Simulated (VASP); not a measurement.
Here is a VASP 6.6.1 calculation.

Contents of INCAR:

```
PREC = Accurate ; ENCUT = 520
EDIFF = 1E-6 ; ISMEAR = -1
SIGMA = 0.05 ; LREAL = False
LASPH = True ; NELM = 60
ALGO = Normal ; ISIF = 2
LWAVE = False ; LCHARG = True
GGA = PS ; LELF = True
LVHAR = True ; NBANDS = 12
```

The input KPOINTS:

```
Automatic mesh
0
Gamma
  14 14 14
```

The input POSCAR:

```
In
1.0
    2.4679759460      0.0000000000      0.0000000000
    0.0000000000      2.4679759460      0.0000000000
    0.0000000000      0.0000000000      2.4679759460
In
1
Direct
    0.0000000000      0.0000000000      0.0000000000
```

Potentials or basis: VASP PAW PBE potentials, release 64 (In_d).

Launch:

```bash
$ cat potpaw_PBE.64/In_d/POTCAR > POTCAR
$ mpirun -np 1 vasp_std > vasp.out
```

Predict the pressure.

113.9 GPa.

Caveat: the PAW data sets were made with another functional, which shifts forces and pressure a little.
